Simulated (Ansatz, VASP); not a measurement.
**One calculation of AlN, two programs**

```
Al N
1.0
     3.26523    0.00000    0.00000
    -1.63262    2.82778    0.00000
     0.00000    0.00000    4.03061
Al N
2 2
Direct
  0.33333 0.66667 0.75000
  0.66667 0.33333 0.25000
  0.33333 0.66667 0.25000
  0.66667 0.33333 0.75000
```

Alike in both runs: task single point; functional PBEsol; k mesh 9 × 9 × 6; occupations gaussian, width 0.05 eV; no spin polarisation.

|  | VASP | Ansatz |
| --- | --- | --- |
| version | VASP 6.6.1 | Ansatz 0.2.0 |
| potentials or method | VASP PAW PBE potentials, release 64 (Al, N), cutoff 520 eV | scalar-relativistic, plane waves, PAW |
| valence electrons in the cell | 16 | 16 |

```csv
,VASP,Ansatz,Ansatz less VASP
gap on the k mesh at the Fermi level (eV),3.73,3.71,-0.014
least direct gap on the mesh (eV),3.73,3.71,-0.014
pressure (GPa),11.3,11.4,+0.03
"traceless stress, the component that is largest in VASP (GPa)",1.71,1.74,+0.031
```

VASP's potentials were made for PBE, not for PBEsol.
